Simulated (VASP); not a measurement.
A run of VASP 6.6.1 is set up as follows.

INCAR

```
ALGO = Normal
EDIFF = 1E-6
ENCUT = 520
GGA = PE
ISIF = 2
ISMEAR = 0
LASPH = True
LCHARG = False
LREAL = False
LWAVE = False
NBANDS = 17
NELM = 100
PREC = Accurate
SIGMA = 0.1
```

The input KPOINTS:

```
k-points
0
Gamma
  4 4 4
```

File POSCAR:

```
LiSe
1.0
    4.1146370000      0.0000000000      0.0000000000
    0.0000000000      6.3302107700      0.0000000000
    0.0000000000      0.0000000000      6.3302107700
Li Se
2 2
Direct
    0.0000000000      0.7500000000      0.0000000000
    0.5000000000      0.2500000000      0.5000000000
    0.0000000000      0.4450000000      0.3050000000
    0.5000000000      0.5550000000      0.8050000000
```

Potentials or basis: VASP PAW PBE potentials, release 64 (Li_sv, Se).

Command:

```sh
$ cat potpaw_PBE.64/Li_sv/POTCAR potpaw_PBE.64/Se/POTCAR > POTCAR
$ mpirun -np 1 vasp_std > vasp.out
```

Question: Predict the band gap on the k mesh.

Answer: Zero (band 9 reaches -0.99 eV, above the bottom of band 10 at -1.94 eV).

Question: Estimate the largest force.

Answer: 0.732 eV/Å.

Forces on the atoms (eV/Å):
```
Li   0.000 -0.729 -0.068
Li   0.000  0.729 -0.068
Se   0.000  0.192  0.068
Se   0.000 -0.192  0.068
```

Caveat: the k points lie up to 0.38 Å⁻¹ apart.
